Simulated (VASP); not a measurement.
Write the native input for VASP 6.6.1 that does the following.

```yaml
Task: single point
Functional: PBE
Potentials_or_basis: VASP PAW PBE potentials, release 64 (Hf_pv, O)
Cutoff: 520 eV
k_mesh: 6 × 6 × 6
Occupations: gaussian, width 0.01 eV
Spin: no spin polarisation
Dipole_correction: no
Further_INCAR_settings: ALGO = Normal; EDIFF = 1e-07; NBANDS = 18
```

The structure of HfO2 lies in POSCAR:

```
HfO2
1.0
    0.0000000000      2.6303496121      2.6303496121
    2.6303496121      0.0000000000      2.6303496121
    2.6303496121      2.6303496121      0.0000000000
Hf O
1 2
Direct
    0.0000000000      0.0000000000      0.0000000000
    0.2500000000      0.2500000000      0.2500000000
    0.7500000000      0.7500000000      0.7500000000
```

This cell differs from its parent crystal: strain +4.0%.

The input as run:

INCAR

```
SYSTEM = HfO2
PREC     = Accurate       ! precision mode
ENCUT    = 520            ! plane-wave cutoff, eV
EDIFF    = 1E-7           ! SCF threshold, eV
ISMEAR   = 0              ! smearing method
SIGMA    = 0.01           ! smearing width, eV
LREAL    = .FALSE.        ! projectors in reciprocal space
LASPH    = .TRUE.         ! aspherical terms in the spheres
NELM     = 100            ! most SCF steps
ALGO     = Normal         ! electronic algorithm
ISIF     = 2              ! what is computed and relaxed
LWAVE    = .FALSE.        ! write WAVECAR
LCHARG   = .FALSE.        ! write CHGCAR
GGA      = PE             ! functional
NBANDS   = 18             ! bands
```

KPOINTS

```
Automatic mesh
0
G
  6 6 6
  0 0 0
```

Potentials or basis: VASP PAW PBE potentials, release 64 (Hf_pv, O).

Launch:

```console
$ cat potpaw_PBE.64/Hf_pv/POTCAR potpaw_PBE.64/O/POTCAR > POTCAR
$ mpirun -np 1 vasp_std > vasp.out
```

It gave:

```
Pressure               : -21.8 GPa
Band gap on the k mesh : 3.50 eV, direct
```

Caveat: the cell differs from its parent crystal (strain +4.0%); spin-orbit coupling is left out, which moves the levels of the heavy elements.

Run time: 14 s on 1 thread of Intel Xeon 8259CL (shared host), peak memory 0.16 GiB.
